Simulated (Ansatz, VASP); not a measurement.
# Two plane-wave programs on Sb

Contents of INCAR:

```
SYSTEM = Sb
PREC = Accurate ; ENCUT = 520
EDIFF = 1E-6 ; ISMEAR = -1
SIGMA = 0.1 ; LREAL = .FALSE.
LASPH = .TRUE. ; NELM = 60
ALGO = Normal ; ISIF = 2
LWAVE = .FALSE. ; LCHARG = .FALSE.
GGA = B5 ; ALDAX = 1.0
AGGAX = 1.0 ; AGGAC = 1.0
ALDAC = 0.0 ; NBANDS = 8
```

Contents of KPOINTS:

```
Automatic mesh
0
G
  12 12 12
  0 0 0
```

File POSCAR:

```
Sb
1.0
    0.0000000000      2.4425472357      2.4425472357
    2.4425472357      0.0000000000      2.4425472357
    2.4425472357      2.4425472357      0.0000000000
Sb
1
Direct
    0.0000000000      0.0000000000      0.0000000000
```

Input for Ansatz:

```yaml
crystal:
  lattice:
    - [0.0, 2.4425472357, 2.4425472357]
    - [2.4425472357, 0.0, 2.4425472357]
    - [2.4425472357, 2.4425472357, 0.0]
  atoms:
    - { symbol: Sb, position: [0.0, 0.0, 0.0] }
hamiltonian:
  xc: blyp
  pseudopotentials:
    kind: paw
    azcp:
      Sb: "pseudopotentials/Sb.paw.azcp"
basis:
  ecutwfc: 420
  fft_grid_basis: typed
kpoints:
  mp_grid: { grid: [12, 12, 12], shift: [0, 0, 0] }
magnetization:
  spin_polarized: false
scf:
  occupations: { method: fermi_dirac, width: 0.1 }
  lower_state_search: "off"
output:
  stress: true
  write_density: true
  write_potential: true
  elf: true
  volumetric_format: npy
```

Alike in both runs: task single point; functional BLYP; k mesh 12 × 12 × 12; occupations fermi-dirac, width 0.1 eV; no spin polarisation.

|  | VASP | Ansatz |
| --- | --- | --- |
| version | VASP 6.6.1 | Ansatz 0.2.0 |
| potentials or method | VASP PAW PBE potentials, release 64 (Sb), cutoff 520 eV | plane waves (420 eV) with PAW, scalar-relativistic |
| valence electrons in the cell | 5 | 15 |

Ansatz gave:

```
pressure (GPa) : 2.1
```

**Question.** Estimate VASP's values.

**Answer.** Pressure (GPa): 2.2.

VASP's potentials were made for PBE, not for BLYP. VASP's potentials hold 5 valence electrons a cell and Ansatz's 15, so a difference there can come from the potentials and not from the codes.

Spin-orbit coupling is off throughout.
